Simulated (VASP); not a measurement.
Here is a VASP 6.6.1 calculation.

File INCAR:

```
SYSTEM = SiAs3
PREC     = Accurate       ! precision mode
ENCUT    = 600            ! plane-wave cutoff, eV
EDIFF    = 1E-6           ! SCF threshold, eV
ISMEAR   = 0              ! smearing method
SIGMA    = 0.1            ! smearing width, eV
LREAL    = .False.        ! projectors in reciprocal space
LASPH    = .True.         ! aspherical terms in the spheres
NELM     = 60             ! most SCF steps
ALGO     = Normal         ! electronic algorithm
ISIF     = 3              ! what is computed and relaxed
LWAVE    = .False.        ! write WAVECAR
LCHARG   = .False.        ! write CHGCAR
GGA      = PE             ! functional
IBRION   = 2              ! ionic algorithm
NSW      = 100            ! ionic steps
EDIFFG   = -0.01          ! ionic threshold
```

File KPOINTS:

```
Automatic mesh
0
Gamma
  8 8 8
  0 0 0
```

POSCAR

```
SiAs3
1.0
    5.3756171600      0.0000000000      0.0000000000
    0.0000000000      5.3756171600      0.0000000000
    0.0000000000      0.0000000000      5.3756171600
Si As
2 6
Direct
    0.0000000000      0.0000000000      0.0000000000
    0.5000000000      0.5000000000      0.5000000000
    0.2500000000      0.0000000000      0.5000000000
    0.7500000000      0.0000000000      0.5000000000
    0.0000000000      0.5000000000      0.2500000000
    0.0000000000      0.5000000000      0.7500000000
    0.5000000000      0.7500000000      0.0000000000
    0.5000000000      0.2500000000      0.0000000000
```

Potentials or basis: VASP PAW PBE potentials, release 64 (Si, As).

Command:

```sh
$ cat potpaw_PBE.64/Si/POTCAR potpaw_PBE.64/As/POTCAR > POTCAR
$ mpirun -np 1 vasp_std > vasp.out
```

(1) Predict the relaxed cell.

(2) Estimate the relaxed volume.

(3) Predict the band gap on the k mesh.

## Answers

(1) a = 5.316 Å, b = 5.316 Å, c = 5.316 Å, α = 90.00°, β = 90.00°, γ = 90.00°.

(2) 18.78 Å³/atom.

(3) zero (bands 19 and 20 overlap by 1.98 eV).
